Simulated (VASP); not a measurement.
# BaGaSiCl (P-6m2) in VASP: single point with PBE

Aim: the single point of BaGaSiCl with PBE.

Program: VASP 6.6.1. These are calculated values, not measurements. Logs are shortened: lines on timing, memory, paths and dates and some standing lists are left out, and cuts for length are marked.

## Step 1: The cell of the first run

The structure is hexagonal, space group P-6m2 (No. 187). Conventional cell: a = 6.268 Å, b = 6.268 Å, c = 5.377 Å, α = 90.00°, β = 90.00°, γ = 120.00°. Within 3.7 Å of Ba (site symmetry -6m2) lie 2 Cl at 2.69 Å and 3 Ga at 3.62 Å. Within 3.7 Å of Ga (site symmetry -6m2) lie 2 Si at 2.69 Å and 3 Ba at 3.62 Å. Within 3.7 Å of Si (site symmetry -6m2) lie 2 Ga at 2.69 Å and 3 Cl at 3.62 Å. Cl (site symmetry -6m2) has 2 Ba at 2.69 Å and 3 Si at 3.62 Å within 3.7 Å.

The cell was generated, and may not be a known phase.

## Step 2: Single point, PBE

The input, INCAR:

```
SYSTEM = BaGaSiCl
PREC = Accurate
ENCUT = 500
EDIFF = 1E-6
ISMEAR = 0
SIGMA = 0.15
LREAL = .False.
LASPH = .True.
NELM = 120
ALGO = Normal
ISIF = 2
LWAVE = .False.
LCHARG = .False.
GGA = PE
NBANDS = 25
GGA_COMPAT = .False.
```

The input, KPOINTS:

```
regular mesh
0
Gamma
  3 3 3
  0 0 0
```

The input, POSCAR:

```
BaGaSiCl
1.0
    6.2677088336      0.0000000037      0.0000000000
   -3.1338544200      5.4279950716      0.0000000000
    0.0000000000      0.0000000000      5.3769094075
Ba Ga Si Cl
1 1 1 1
Direct
    0.3333333333      0.6666666667      0.0000000000
    0.6666666667      0.3333333333      0.0000000000
    0.6666666667      0.3333333333      0.5000000000
    0.3333333333      0.6666666667      0.5000000000
```

Potentials or basis: VASP PAW PBE potentials, release 64 (Ba_sv, Ga_d, Si, Cl).

On the command line:

```console
> cat potpaw_PBE.64/Ba_sv/POTCAR potpaw_PBE.64/Ga_d/POTCAR potpaw_PBE.64/Si/POTCAR potpaw_PBE.64/Cl/POTCAR > POTCAR
> mpirun -np 1 vasp_std > vasp.out
```

OUTCAR:

```text
SYSTEM = BaGaSiCl
   PREC = Accurate
   ENCUT = 500
   EDIFF = 1E-6
   ISMEAR = 0
   LREAL = .False.
   LASPH = .True.
   NELM = 120
   ISIF = 2
   GGA = PE

 ion  position               nearest neighbor table
   1  0.333  0.667  0.000-   4 2.69   4 2.69   2 3.62   2 3.62   2 3.62
   2  0.667  0.333  0.000-   3 2.69   3 2.69   1 3.62   1 3.62   1 3.62
   3  0.667  0.333  0.500-   2 2.69   2 2.69
   4  0.333  0.667  0.500-   1 2.69   1 2.69

  LATTYP: Found a hexagonal cell.
 ALAT       =     6.2677088336
 C/A-ratio  =     0.8578747913

  Lattice vectors:

 A1 = (   6.2677088336,   0.0000000037,   0.0000000000)
 A2 = (  -3.1338544200,   5.4279950716,   0.0000000000)
 A3 = (   0.0000000000,   0.0000000000,   5.3769094075)

Analysis of symmetry for initial positions (statically):
=====================================================================
 Subroutine PRICEL returns:
 Original cell was already a primitive cell.

 Routine SETGRP: Setting up the symmetry group for a
 hexagonal supercell.

 Subroutine GETGRP returns: Found 12 space group operations
 (whereof 12 operations were pure point group operations)
 out of a pool of 24 trial point group operations.

The static configuration has the point symmetry D_3h.

Analysis of symmetry for dynamics (positions and initial velocities):
=====================================================================
 Subroutine PRICEL returns:
 Original cell was already a primitive cell.

 Routine SETGRP: Setting up the symmetry group for a
 hexagonal supercell.

 Subroutine GETGRP returns: Found 12 space group operations
 (whereof 12 operations were pure point group operations)
 out of a pool of 24 trial point group operations.

The dynamic configuration has the point symmetry D_3h.

 Subroutine INISYM returns: Found 12 space group operations
 (whereof 12 operations are pure point group operations),
 and found     1 'primitive' translations

----------------------------------------------------------------------------------------

                                     Primitive cell

  volume of cell :     182.9283

  direct lattice vectors                    reciprocal lattice vectors
     6.267708834  0.000000004  0.000000000     0.159547935  0.092115043  0.000000000
    -3.133854420  5.427995072  0.000000000    -0.000000000  0.184230086  0.000000000
     0.000000000  0.000000000  5.376909408     0.000000000  0.000000000  0.185980444

  length of vectors
     6.267708834  6.267708834  5.376909408     0.184230086  0.184230086  0.185980444

  position of ions in fractional coordinates (direct lattice)
     0.333333333  0.666666667  0.000000000
     0.666666667  0.333333333  0.000000000
     0.666666667  0.333333333  0.500000000
     0.333333333  0.666666667  0.500000000

  ion indices of the primitive-cell ions
   primitive index   ion index
                 1           1
                 2           2
                 3           3
                 4           4

----------------------------------------------------------------------------------------

 KPOINTS: regular mesh

Automatic generation of k-mesh.
 Grid dimensions read from file:
 generate k-points for:    3    3    3

 Generating k-lattice:

  Cartesian coordinates                     Fractional coordinates (reciprocal lattice)
     0.053182645  0.030705014  0.000000000     0.333333333  0.000000000  0.000000000
    -0.000000000  0.061410029  0.000000000     0.000000000  0.333333333  0.000000000
     0.000000000  0.000000000  0.061993481     0.000000000  0.000000000  0.333333333

  Length of vectors
     0.061410029  0.061410029  0.061993481

  Shift w.r.t. Gamma in fractional coordinates (k-lattice)
     0.000000000  0.000000000  0.000000000

 Subroutine IBZKPT returns following result:
 ===========================================

 Found      6 irreducible k-points:

 Following reciprocal coordinates:
            Coordinates               Weight
  0.000000  0.000000  0.000000      1.000000
  0.333333 -0.000000  0.000000      6.000000
  0.333333  0.333333  0.000000      2.000000
  0.000000  0.000000  0.333333      2.000000
  0.333333 -0.000000  0.333333     12.000000
  0.333333  0.333333  0.333333      4.000000
   k-points           NKPTS =      6   k-points in BZ     NKDIM =      6   number of bands    NBANDS=     25
   number of dos      NEDOS =    301   number of ions     NIONS =      4
   total plane-waves  NPLWV =  92160
   dimension x,y,z NGX =    48 NGY =   48 NGZ =   40
   dimension x,y,z NGXF=    96 NGYF=   96 NGZF=   80
   ions per type =               1   1   1   1
   NGX,Y,Z   is equivalent  to a cutoff of  12.73, 12.73, 12.37 a.u.
   NGXF,Y,Z  is equivalent  to a cutoff of  25.46, 25.46, 24.73 a.u.
 SYSTEM =  BaGaSiCl
   PREC   = accura    normal or accurate (medium, high low for compatibility)
   ISTART =      0    job   : 0-new  1-cont  2-samecut
   ICHARG =      2    charge: 1-file 2-atom 10-const
   ISPIN  =      1    spin polarized calculation?
   LNONCOLLINEAR =      F non collinear calculations
   LSORBIT =      F    spin-orbit coupling
   LASPH  =      T    aspherical Exc in radial PAW
   ENCUT  =  500.0 eV  36.75 Ry    6.06 a.u.  11.43 11.43  9.80*2*pi/ulx,y,z
   NELM   =    120;   NELMIN=  2; NELMDL= -5     # of ELM steps
   EDIFF  = 0.1E-05   stopping-criterion for ELM
   LREAL  =      F    real-space projection
   EDIFFG = 0.1E-04   stopping-criterion for IOM
   NSW    =      0    number of steps for IOM
   IBRION =     -1    ionic relax: 0-MD 1-quasi-New 2-CG
   NFREE  =      0    steps in history (QN), initial steepest desc. (CG)
   ISIF   =      2    stress and relaxation
   ISYM   =      2    0-nonsym 1-usesym 2-fastsym
   POTIM  = 0.5000    time-step for ionic-motion
   TEBEG  =    0.0;   TEEND  =   0.0 temperature during run
   PSTRESS=    0.0 pullay stress
   NELECT =      34.0000    total number of electrons
   NUPDOWN=      -1.0000    fix difference up-down
   EMIN   =  10.00;   EMAX   =-10.00  energy-range for DOS
   EFERMI =   0.00;   METHOD = LEGACY
   ISMEAR =     0;   SIGMA  =   0.15  broadening in eV -4-tet -1-fermi 0-gaus
   EFERMI_NEDOS =   21; number of points for ismear=-14 and -15
   IALGO  =     38    algorithm
   IMIX   =      4    mixing-type and parameters
     AMIX     =   0.40;   BMIX     =  1.00
     AMIX_MAG =   1.60;   BMIX_MAG =  1.00
  volume/ion in A,a.u.               =      45.73       308.62
  Fermi-wavevector in a.u.,A,eV,Ry     =   0.934274  1.765521 11.876082  0.872867
  Thomas-Fermi vector in A             =   2.061062
   LORBIT       =      0    0 simple, 1 ext, 2 COOP (PROOUT), +10 PAW based schemes
   GGA     = PE    functional components
   LHFCALC =     F    Hartree Fock is set to
   AEXX    =    0.0000 exact exchange contribution
   IVDW    =     0    specifies the selected vdW correction
   LEPSILON=     F    determine dielectric tensor
   LRPA    =     F    only Hartree local field effects (RPA)
 non-spin polarized calculation
 Gauss-broadening in eV      SIGMA  =   0.15
  energy-cutoff  :      500.00
  volume of cell :      182.93
 maximum number of plane-waves:      4682
 NGX is ok and might be reduce to    48
   NGX = 23   NGY = 23   NGZ = 19

 number of electron      34.0000013 magnetization

 Free energy of the ion-electron system (eV)
  ---------------------------------------------------
  ext. energy  EPLUGINS =         0.00000000
  ---------------------------------------------------
  free energy    TOTEN  =       -12.50120419 eV

  energy without entropy =      -12.45170617  energy(sigma->0) =      -12.47645518

 E-fermi :   0.6536     XC(G=0):  -6.7488

 val. band max:        0.3996261685   @ k =   0.0000   0.0000   0.3333
 cond. band min:       0.6589569820   @ k =   0.3333  -0.0000   0.3333
 fundamental gap:      0.2593308136
 Fermi energy:         0.6536283640

 k-point     1 :       0.0000    0.0000    0.0000
  band No.  band energies     occupation
      1     -27.4149      2.00000
      2     -14.9274      2.00000
      3     -14.1066      2.00000
      4     -14.0743      2.00000
      5     -14.0743      2.00000
      6     -14.0553      2.00000
      7     -14.0553      2.00000
      8     -13.0862      2.00000
      9     -12.6513      2.00000
     10     -12.6513      2.00000
     11      -7.0409      2.00000
     12      -3.0147      2.00000
     13      -3.0147      2.00000
     14      -2.4202      2.00000
     15      -1.9549      2.00000
     16      -1.3589      2.00000
     17      -0.1063      2.00000
     18      -0.1063      2.00000
     19       2.7779      0.00000
     20       3.1151      0.00000
     21       3.1151      0.00000
     22       3.4335      0.00000
     23       3.4335      0.00000
     24       5.5525      0.00000
     25       5.5531      0.00000

 k-point     2 :       0.3333   -0.0000    0.0000
  band No.  band energies     occupation
      1     -27.4147      2.00000
      2     -14.9254      2.00000
      3     -14.1081      2.00000
      4     -14.0724      2.00000
      5     -14.0698      2.00000
      6     -14.0558      2.00000
      7     -14.0554      2.00000
      8     -13.0847      2.00000
      9     -12.6722      2.00000
     10     -12.6569      2.00000
     11      -7.0184      2.00000
     12      -3.0571      2.00000
     13      -3.0468      2.00000
     14      -2.2064      2.00000
     15      -1.9205      2.00000
     16      -1.4387      2.00000
     17      -0.3782      2.00000
     18       0.1718      1.99999
     19       2.9283      0.00000
     20       3.3077      0.00000
     21       3.3180      0.00000
     22       3.5453      0.00000
     23       3.5903      0.00000
     24       4.4467      0.00000
     25       4.6103      0.00000

 k-point     3 :       0.3333    0.3333    0.0000
  band No.  band energies     occupation
      1     -27.4146      2.00000
      2     -14.9243      2.00000
      3     -14.1088      2.00000
      4     -14.0709      2.00000
      5     -14.0682      2.00000
      6     -14.0560      2.00000
      7     -14.0554      2.00000
      8     -13.0839      2.00000
      9     -12.6776      2.00000
     10     -12.6648      2.00000
     11      -7.0079      2.00000
     12      -3.1269      2.00000
     13      -3.0004      2.00000
     14      -2.1021      2.00000
     15      -1.8993      2.00000
     16      -1.4810      2.00000
     17      -0.4011      2.00000
     18       0.2425      1.99989
     19       2.7878      0.00000
     20       3.0396      0.00000
     21       3.1003      0.00000
     22       3.6259      0.00000
     23       3.8154      0.00000
     24       4.2925      0.00000
     25       5.7701      0.00000

 k-point     4 :       0.0000    0.0000    0.3333
  band No.  band energies     occupation
      1     -27.4065      2.00000
      2     -15.6550      2.00000
      3     -14.1002      2.00000
      4     -14.0742      2.00000
      5     -14.0742      2.00000
      6     -14.0558      2.00000
      7     -14.0558      2.00000
      8     -12.6406      2.00000
      9     -12.6406      2.00000
     10     -11.7208      2.00000
     11      -6.5599      2.00000
     12      -4.6919      2.00000
     13      -3.7301      2.00000
     14      -3.2397      2.00000
     15      -3.2397      2.00000
     16       0.3996      1.98337
     17       0.3996      1.98337
     18       1.8209      0.00000
     19       1.8209      0.00000
     20       1.8587      0.00000
     21       3.3117      0.00000
     22       4.6808      0.00000
     23       4.6808      0.00000
     24       5.2808      0.00000
     25       5.5669      0.00000

 k-point     5 :       0.3333   -0.0000    0.3333
  band No.  band energies     occupation
      1     -27.4063      2.00000
      2     -15.6533      2.00000
      3     -14.1016      2.00000
      4     -14.0723      2.00000
      5     -14.0698      2.00000
      6     -14.0558      2.00000
      7     -14.0557      2.00000
      8     -12.6599      2.00000
      9     -12.6461      2.00000
     10     -11.7200      2.00000
     11      -6.5755      2.00000
     12      -4.6516      2.00000
     13      -3.7392      2.00000
     14      -3.2784      2.00000
     15      -3.0757      2.00000
     16       0.1350      2.00000
     17       0.6590      0.95993
     18       1.5813      0.00000
     19       1.9278      0.00000
     20       2.0260      0.00000
     21       3.7710      0.00000
     22       4.4137      0.00000
     23       4.5803      0.00000
     24       4.8243      0.00000
     25       4.9271      0.00000

 k-point     6 :       0.3333    0.3333    0.3333
  band No.  band energies     occupation
      1     -27.4063      2.00000
      2     -15.6524      2.00000
      3     -14.1023      2.00000
      4     -14.0708      2.00000
      5     -14.0682      2.00000
      6     -14.0559      2.00000
      7     -14.0556      2.00000
      8     -12.6646      2.00000
      9     -12.6537      2.00000
     10     -11.7196      2.00000
     11      -6.5843      2.00000
     12      -4.6239      2.00000
     13      -3.7444      2.00000
     14      -3.3432      2.00000
     15      -2.9471      2.00000
     16       0.1372      2.00000
     17       0.7037      0.63690
     18       1.6447      0.00000
     19       1.8925      0.00000
     20       2.0242      0.00000
     21       3.0672      0.00000
     22       4.4052      0.00000
     23       4.7779      0.00000
     24       4.8767      0.00000
     25       5.9805      0.00000

------------------------ aborting loop because EDIFF is reached ----------------------------------------

  FORCE on cell =-STRESS in cart. coord.  units (eV):
  Direction    XX          YY          ZZ          XY          YZ          ZX
  --------------------------------------------------------------------------------------
  -------------------------------------------------------------------------------------
  Total        0.2043932      0.2043932      1.4004651      0.0000000     -0.0000000      0.0000000
  in kB        1.7901771      1.7901771     12.2659696      0.0000000     -0.0000000      0.0000000
  external PRESSURE =       5.2821080 kB  Pullay stress =       0.0000000 kB

 VOLUME and BASIS-vectors are now :
 -----------------------------------------------------------------------------
  energy-cutoff  :      500.00
  volume of cell :      182.93
      direct lattice vectors                 reciprocal lattice vectors
     6.267708834  0.000000004  0.000000000     0.159547935  0.092115043  0.000000000
    -3.133854420  5.427995072  0.000000000    -0.000000000  0.184230086  0.000000000
     0.000000000  0.000000000  5.376909408     0.000000000  0.000000000  0.185980444

 POSITION                                       TOTAL-FORCE (eV/Angst)
 -----------------------------------------------------------------------------------
     -0.00000      3.61866      0.00000        -0.000000     -0.000000      0.000000
      3.13385      1.80933      0.00000        -0.000000      0.000000      0.000000
      3.13385      1.80933      2.68845         0.000000      0.000000      0.000000
     -0.00000      3.61866      2.68845         0.000000     -0.000000      0.000000
 -----------------------------------------------------------------------------------
    total drift:                                0.000000     -0.000000      0.000000

  FREE ENERGIE OF THE ION-ELECTRON SYSTEM (eV)
  ---------------------------------------------------
  free  energy   TOTEN  =       -12.5012041941 eV

  energy  without entropy=      -12.4517061721  energy(sigma->0) =      -12.47645518
```

It took 66 s on 1 thread of AMD EPYC 7R13, shared host; peak memory 0.31 GiB.

What came out:

- Free energy: -12.5012 eV
- Pressure: 0.5 GPa
- Band gap on the k mesh: zero (bands 17 and 18 overlap by 0.81 eV)

Caveat: the k points lie up to 0.39 Å⁻¹ apart, too coarse for converged energies and pressures of a metal; spin-orbit coupling is left out, which moves the levels of the heavy elements.

The gap in the log of VASP goes by the Fermi energy; the results here count the filled bands.